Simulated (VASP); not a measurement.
# ZnBr: single point with PBE

Crystal: ZnBr.

```xyz
2
Lattice="2.0684 1.1942 3.3723 -2.0684 1.1942 3.3723 0.0000 -2.3884 3.3723" Properties=species:S:1:pos:R:3 pbc="T T T"
Zn    0.0000    0.0000    0.0000
Br    0.0000    0.0000    5.0584
```

| Property | Result |
| --- | --- |
| Program | VASP 6.6.1 |
| Task | single point |
| Functional | PBE |
| Potentials or basis | VASP PAW PBE potentials, release 64 (Zn, Br) |
| Cutoff | 520 eV |
| k mesh | 18 × 18 × 18 |
| Occupations | gaussian, width 0.1 eV |
| Spin | no spin polarisation |

```json
{
 "Pressure": "0.0 GPa"
}
```

Levels at points of the mesh, in eV from the Fermi level:
```
           k point  band 8  band 9  band 10  band 11  band 12  band 13
(0.00, 0.00, 0.00)   -3.43   -3.42    -2.57     7.09     7.09     7.12
(0.50, 0.00, 0.00)   -3.21   -3.21     1.52     2.08     3.81     3.82
(0.50, 0.50, 0.00)   -4.34   -4.33    -2.19     4.23     6.41     7.23
(0.50, 0.50, 0.50)   -3.21   -3.21     1.52     2.07     3.80     3.80
```

Wall time 2.8 min on 1 thread of AMD EPYC 9R45 96-Core Processor (Zen 5), with other jobs on the host, peak memory 0.54 GiB.

Caveat: an odd number of electrons without spin polarisation forces a metal; a magnetic or distorted state may lie lower.
